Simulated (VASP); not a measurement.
The system is Pt.

```xyz
1
Lattice="-1.5842 1.5842 1.5842 1.5842 -1.5842 1.5842 1.5842 1.5842 -1.5842" Properties=species:S:1:pos:R:3 pbc="T T T"
Pt    0.0000    0.0000    0.0000
```

| Item | Value |
| --- | --- |
| Program | VASP 6.6.1 |
| Task | relaxation of cell and atoms |
| Functional | LDA |
| Potentials or basis | VASP PAW LDA potentials, release 64 (Pt) |
| Cutoff | 600 eV |
| k mesh | 13 × 13 × 13 |
| Occupations | gaussian, width 0.05 eV |
| Spin | no spin polarisation |

At the start: pressure -15.4 GPa; volume 15.90 Å³/atom.

Task: Where does the relaxation end?

Result: Over 5 steps the energy falls by 48.6 meV/atom and the volume is 14.96 Å³/atom (-6.0 %); space group Im-3m (No. 229, to 0.05 Å).

Step by step:
```tsv
step	energy change (eV)	largest force (eV/Å)	pressure (GPa)	volume (Å³)
1	0.0000	0.0000	-15.39	15.90
2	0.4243	0.0000	77.70	12.64
3	-0.0484	0.0000	-1.17	15.02
4	-0.0486	0.0000	-0.32	14.97
5	-0.0486	0.0000	0.05	14.96
```

Final structure:
```yaml
crystal:
  lattice:
    - [-1.55210, 1.55210, 1.55210]
    - [1.55210, -1.55210, 1.55210]
    - [1.55210, 1.55210, -1.55210]
  atoms:
    - { symbol: Pt, position: [0.00000, 0.00000, 0.00000] }
```
